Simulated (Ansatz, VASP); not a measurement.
Two plane-wave programs on Al

File INCAR:

```
SYSTEM = Al
ALGO = Normal ; EDIFF = 1E-6
ENCUT = 520 ; GGA = PS
ISIF = 2 ; ISMEAR = 0
IVDW = 12 ; LASPH = .TRUE.
LCHARG = .FALSE. ; LREAL = .FALSE.
LWAVE = .FALSE. ; NBANDS = 8
NELM = 100 ; PREC = Accurate
SIGMA = 0.15
```

Contents of KPOINTS:

```
k-points
0
G
  22 22 22
  0 0 0
```

POSCAR

```
Al
1.0
    0.0000000000      1.8544925768      2.4108403498
    1.8544925768      0.0000000000      2.4108403498
    1.8544925768      1.8544925768      0.0000000000
Al
1
Direct
    0.0000000000      0.0000000000      0.0000000000
```

Input for Ansatz:

```yaml
crystal:
  lattice:
    - [0.0, 1.8544925768, 2.4108403498]
    - [1.8544925768, 0.0, 2.4108403498]
    - [1.8544925768, 1.8544925768, 0.0]
  atoms:
    - { symbol: Al, position: [0.0, 0.0, 0.0] }
basis:
  ecutwfc: 420
kpoints:
  mp_grid: { grid: [22, 22, 22] }
hamiltonian:
  xc: pbesol
  dispersion: d3bj
scf:
  occupations: { method: gaussian, width: 0.15 }
output:
  forces: true
  stress: true
  eigenvalues: true
```

Alike in both runs: task single point; functional PBEsol; dispersion D3(BJ); k mesh 22 × 22 × 22; occupations gaussian, width 0.15 eV; no spin polarisation.

|  | VASP | Ansatz |
| --- | --- | --- |
| version | VASP 6.6.1 | Ansatz 0.2.0 |
| potentials or method | VASP PAW PBE potentials, release 64 (Al), cutoff 520 eV | scalar-relativistic, plane waves, PAW |
| valence electrons in the cell | 3 | 3 |

```csv
,VASP,Ansatz,Ansatz less VASP
gap on the k mesh at the Fermi level (eV),none,none,-
pressure (GPa),0.4,0.4,-0.08
"traceless stress, the component that is largest in VASP (GPa)",-12.82,-12.74,+0.074
```

VASP's potentials were made for PBE, not for PBEsol. A gap of «none» marks a metal or a gap that the smearing closes.
